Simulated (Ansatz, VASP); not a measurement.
**Two plane-wave programs on FeSi**

```
Fe Si
1.0
     4.55070    0.00000    0.00000
     0.00000    4.55070    0.00000
     0.00000    0.00000    4.59621
Fe Si
4 4
Direct
  0.86348 0.63652 0.36348
  0.63652 0.36348 0.86348
  0.36348 0.86348 0.63652
  0.13652 0.13652 0.13652
  0.15760 0.34240 0.65760
  0.34240 0.65760 0.15760
  0.65760 0.15760 0.34240
  0.84240 0.84240 0.84240
```

Alike in both runs: task single point; functional PBEsol; k mesh 5 × 5 × 5; occupations fermi-dirac, width 0.05 eV; collinear spin.

|  | VASP | Ansatz |
| --- | --- | --- |
| version | VASP 6.6.1 | Ansatz 0.2.0 |
| potentials or method | VASP PAW PBE potentials, release 64 (Fe, Si) | Ansatz PAW |
| plane-wave cutoff (eV) | 520 | 420 |
| valence electrons in the cell | 48 | 80 |

Ansatz gave:

| Quantity | Value |
| --- | --- |
| gap on the k mesh at the Fermi level (eV) | none |
| pressure (GPa) | -18.3 |
| traceless stress, the component that is largest in VASP (GPa) | -1.04 |
| rms of the force components (eV/Å) | 0.053 |
| net moment per atom (μB) | 0.46 |
| size of the moment on the site where the two differ most (μB) | 1.00 |

Question: What did VASP give for the same quantities?

Answer: gap on the k mesh at the Fermi level (eV): none; pressure (GPa): -17.9; traceless stress, the component that is largest in VASP (GPa): -1.05; rms of the force components (eV/Å): 0.044; net moment per atom (μB): 0.46; size of the moment on the site where the two differ most (μB): 1.01.

VASP's potentials were made for PBE, not for PBEsol. Site moments also hang on the region over which each program counts them. Atom by atom the forces differ by 0.011 eV/Å (rms over components). A gap of «none» marks a metal or a gap that the smearing closes. The functional is the same, so the differences come from potentials, cutoffs and numerics. VASP's potentials hold 48 valence electrons a cell and Ansatz's 80, so a difference there can come from the potentials and not from the codes.
